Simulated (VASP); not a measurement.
# Nb2Sn2S (P-3m1) in VASP: notebook, part 2 of 2

VASP 6.6.1.

## 3. Single point, PBE

This run uses another cell than the first one, of 21.05 Å³/atom, 1.084 times its volume.

The input, INCAR:

```
PREC = Accurate
ENCUT = 520
EDIFF = 1E-6
ISMEAR = 0
SIGMA = 0.1
LREAL = False
LASPH = True
NELM = 80
ALGO = Normal
ISIF = 2
LWAVE = False
LCHARG = False
GGA = PE
NBANDS = 38
```

The input, KPOINTS:

```
regular mesh
0
Gamma
  6 6 4
```

The input, POSCAR:

```
Nb2Sn2S
1.0
    3.5091849041      0.0000000000      0.0000000000
   -1.7545924521      3.0390432735      0.0000000000
    0.0000000000      0.0000000000      9.8699564482
Nb Sn S
2 2 1
Direct
    0.3333333333      0.6666666667      0.1284118292
    0.6666666667      0.3333333333      0.8715881708
    0.3333333333      0.6666666667      0.6385206314
    0.6666666667      0.3333333333      0.3614793686
    0.0000000000      0.0000000000      0.0000000000
```

Potentials or basis: VASP PAW PBE potentials, release 64 (Nb_sv, Sn_d, S).

Started as:

```sh
$ cat potpaw_PBE.64/Nb_sv/POTCAR potpaw_PBE.64/Sn_d/POTCAR potpaw_PBE.64/S/POTCAR > POTCAR
$ mpirun -np 1 vasp_std > vasp.out
```

OUTCAR:

```text
PREC = Accurate
   ENCUT = 520
   EDIFF = 1E-6
   ISMEAR = 0
   LREAL = False
   LASPH = True
   NELM = 80
   ISIF = 2
   GGA = PE

 ion  position               nearest neighbor table
   1  0.333  0.667  0.128-   5 2.39   5 2.39   5 2.39   4 3.07   4 3.07   4 3.07
   2  0.667  0.333  0.872-   5 2.39   5 2.39   5 2.39   3 3.07   3 3.07   3 3.07
   3  0.333  0.667  0.639-   2 3.07   2 3.07   2 3.07   4 3.40   4 3.40   4 3.40
   4  0.667  0.333  0.361-   1 3.07   1 3.07   1 3.07   3 3.40   3 3.40   3 3.40
   5  0.000  0.000  0.000-   1 2.39   2 2.39   2 2.39   1 2.39   2 2.39   1 2.39

  LATTYP: Found a hexagonal cell.
 ALAT       =     3.5091849041
 C/A-ratio  =     2.8126065505

  Lattice vectors:

 A1 = (   3.5091849041,   0.0000000000,   0.0000000000)
 A2 = (  -1.7545924521,   3.0390432735,   0.0000000000)
 A3 = (   0.0000000000,   0.0000000000,   9.8699564482)

Analysis of symmetry for initial positions (statically):
=====================================================================
 Subroutine PRICEL returns:
 Original cell was already a primitive cell.

 Routine SETGRP: Setting up the symmetry group for a
 hexagonal supercell.
[... 174 lines left out ...]

 val. band max:        9.5360959916   @ k =   0.3333   0.3333   0.2500
 cond. band min:       9.6051053792   @ k =   0.1667   0.1667   0.5000
 fundamental gap:      0.0690093876
 Fermi energy:         9.5787821663

 k-point     1 :       0.0000    0.0000    0.0000
  band No.  band energies     occupation
      1     -45.7391      2.00000
      2     -45.6966      2.00000
      3     -22.0140      2.00000
      4     -21.8184      2.00000
      5     -21.8184      2.00000
      6     -21.7687      2.00000
[... 973 lines left out ...]
     37      12.9328      0.00000
     38      13.0264      0.00000

------------------------ aborting loop because EDIFF is reached ----------------------------------------

  FORCE on cell =-STRESS in cart. coord.  units (eV):
  Direction    XX          YY          ZZ          XY          YZ          ZX
  --------------------------------------------------------------------------------------
  -------------------------------------------------------------------------------------
  Total       -0.0712045     -0.0712045     -0.0967553      0.0000000      0.0000000      0.0000000
  in kB       -1.0838255     -1.0838255     -1.4727434      0.0000000      0.0000000      0.0000000
  external PRESSURE =      -1.2134648 kB  Pullay stress =       0.0000000 kB

 VOLUME and BASIS-vectors are now :
 -----------------------------------------------------------------------------
  energy-cutoff  :      520.00
  volume of cell :      105.26
      direct lattice vectors                 reciprocal lattice vectors
     3.509184904  0.000000000  0.000000000     0.284966460  0.164525462  0.000000000
    -1.754592452  3.039043273  0.000000000     0.000000000  0.329050925  0.000000000
     0.000000000  0.000000000  9.869956448     0.000000000  0.000000000  0.101317570

 POSITION                                       TOTAL-FORCE (eV/Angst)
 -----------------------------------------------------------------------------------
     -0.00000      2.02603      1.26742         0.000000      0.000000     -0.010870
      1.75459      1.01301      8.60254         0.000000     -0.000000      0.010870
     -0.00000      2.02603      6.30217        -0.000000      0.000000     -0.002094
      1.75459      1.01301      3.56779         0.000000     -0.000000      0.002094
      0.00000      0.00000      0.00000        -0.000000      0.000000      0.000000
 -----------------------------------------------------------------------------------
    total drift:                               -0.000000      0.000000      0.000000

  FREE ENERGIE OF THE ION-ELECTRON SYSTEM (eV)
  ---------------------------------------------------
  free  energy   TOTEN  =       -33.4694942309 eV

  energy  without entropy=      -33.4581887529  energy(sigma->0) =      -33.46384149
```

OSZICAR:

```text
N       E                     dE             d eps       ncg     rms          rms(c)
DAV:   1     0.797701705900E+03    0.79770E+03   -0.29582E+04  1912   0.216E+03
DAV:   2     0.879860633808E+02   -0.70972E+03   -0.69147E+03  1824   0.690E+02
DAV:   3    -0.228256525581E+02   -0.11081E+03   -0.10738E+03  2436   0.237E+02
DAV:   4    -0.342260412039E+02   -0.11400E+02   -0.11125E+02  3056   0.618E+01
DAV:   5    -0.348682325276E+02   -0.64219E+00   -0.63563E+00  2978   0.137E+01    0.128E+01
DAV:   6    -0.335788801033E+02    0.12894E+01   -0.67775E+00  2936   0.130E+01    0.584E+00
DAV:   7    -0.335227780943E+02    0.56102E-01   -0.14911E+00  2656   0.550E+00    0.368E+00
DAV:   8    -0.334681665892E+02    0.54612E-01   -0.32575E-01  2456   0.287E+00    0.117E+00
DAV:   9    -0.334696751508E+02   -0.15086E-02   -0.39777E-02  2858   0.900E-01    0.368E-01
DAV:  10    -0.334694434154E+02    0.23174E-03   -0.57601E-03  2640   0.453E-01    0.160E-01
DAV:  11    -0.334695025655E+02   -0.59150E-04   -0.96018E-04  2658   0.199E-01    0.506E-02
DAV:  12    -0.334694898118E+02    0.12754E-04   -0.12270E-04  2656   0.548E-02    0.157E-02
DAV:  13    -0.334694945689E+02   -0.47571E-05   -0.10924E-05  1980   0.203E-02    0.572E-03
DAV:  14    -0.334694942309E+02    0.33794E-06   -0.11508E-06  1432   0.791E-03
   1 F= -.33469494E+02 E0= -.33463841E+02  d E =-.113055E-01
```

It took 2.4 min on 1 thread of Intel Xeon 6975P-C, shared host; peak memory 0.28 GiB.

Results:

```yaml
Free_energy: -33.4695 eV
Pressure: -0.1 GPa
Largest_force: 0.011 eV/Å
Band_gap_on_the_k_mesh: zero (band 30 reaches 9.74 eV, above the bottom of band 31 at 9.06 eV)
```

Forces in eV/Å, atoms in the order of the input:
```
Nb   0.000  0.000 -0.011
Nb   0.000  0.000  0.011
Sn   0.000  0.000 -0.002
Sn   0.000  0.000  0.002
S    0.000  0.000  0.000
```

Levels at points of the mesh, in eV from the Fermi level:
```csv
k point,band 28,band 29,band 30,band 31,band 32,band 33
"(0.00, 0.00, 0.00)",-1.22,-0.66,-0.66,1.17,1.17,1.36
"(0.50, 0.00, 0.00)",-0.72,-0.69,0.16,0.84,1.20,1.79
"(0.00, 0.00, 0.50)",-1.49,-0.65,-0.65,0.45,1.17,1.17
"(0.50, 0.00, 0.50)",-0.84,-0.50,0.05,0.96,1.20,1.55
```

Caveat: spin-orbit coupling is left out, which moves the levels of the heavy elements.
